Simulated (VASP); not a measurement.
Set up this calculation in VASP 6.6.1, as the native input.

| Item | Value |
| --- | --- |
| Task | single point |
| Functional | PBE |
| Potentials or basis | VASP PAW PBE potentials, release 64 (K_sv, S) |
| Cutoff | 520 eV |
| k mesh | 6 × 6 × 6 |
| Occupations | gaussian, width 0.1 eV |
| Spin | no spin polarisation |
| Dipole correction | no |
| Further INCAR settings | ALGO = Normal; EDIFF = 1e-06; NBANDS = 50 |

The structure of K3S2 lies in POSCAR:

```
K3S2
1.0
    4.3952096125      2.5375754530      4.6953506509
   -4.3952096125      2.5375754530      4.6953506509
    0.0000000000     -5.0751509059      4.6953506509
K S
6 4
Direct
    0.5490506246      0.9509493754      0.2500000000
    0.2500000000      0.5490506246      0.9509493754
    0.9509493754      0.2500000000      0.5490506246
    0.4509493754      0.0490506246      0.7500000000
    0.7500000000      0.4509493754      0.0490506246
    0.0490506246      0.7500000000      0.4509493754
    0.3827202548      0.3827202548      0.3827202548
    0.1172797452      0.1172797452      0.1172797452
    0.6172797452      0.6172797452      0.6172797452
    0.8827202548      0.8827202548      0.8827202548
```

These files were run (other wordings do the same):

INCAR

```
PREC = Accurate
ENCUT = 520
EDIFF = 1E-6
ISMEAR = 0
SIGMA = 0.1
LREAL = False
LASPH = True
NELM = 100
ALGO = Normal
ISIF = 2
LWAVE = False
LCHARG = False
GGA = PE
NBANDS = 50
```

KPOINTS

```
regular mesh
0
Gamma
  6 6 6
```

Potentials or basis: VASP PAW PBE potentials, release 64 (K_sv, S).

Launch:

```bash
$ cat potpaw_PBE.64/K_sv/POTCAR potpaw_PBE.64/S/POTCAR > POTCAR
$ mpirun -np 1 vasp_std > vasp.out
```

It gave:

- Pressure: 0.1 GPa
- Largest force: 0.005 eV/Å
- Band gap on the k mesh: zero (bands 39 and 40 overlap by 0.06 eV)

Run time: 15 min on 1 thread of Intel Xeon 8259CL, on a shared host, peak memory 0.63 GiB.
